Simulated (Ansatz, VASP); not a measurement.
**ZnO: VASP beside Ansatz**

```
Zn O
1.0
     0.00000    2.13377    2.13377
     2.13377    0.00000    2.13377
     2.13377    2.13377    0.00000
Zn O
1 1
Direct
  0.00000 0.00000 0.00000
  0.50000 0.50000 0.50000
```

Alike in both runs: task single point; functional PBE-based screened hybrid; k mesh 4 × 4 × 4; no spin polarisation.

```csv
,VASP,Ansatz
version,VASP 6.6.1,Ansatz 0.2.0
potentials or method,"VASP PAW PBE potentials, release 64 (Zn, O)",plane waves
plane-wave cutoff (eV),520,420
occupations,"gaussian, width 0.01 eV",fixed
valence electrons in the cell,18,18
```

Ansatz gave:

```
gap on the k mesh at the Fermi level (eV) : 1.79
pressure (GPa)                            : 4.9
```

Problem. What did VASP give for the same quantities?

Solution. gap on the k mesh at the Fermi level (eV): 1.76; pressure (GPa): 6.1.

VASP's potentials were made for PBE, not for PBE-based screened hybrid. Ansatz's warnings: stress exchange threshold loose, stress scf threshold loose.

The k mesh is coarse, so the values compare programs but aren't converged.
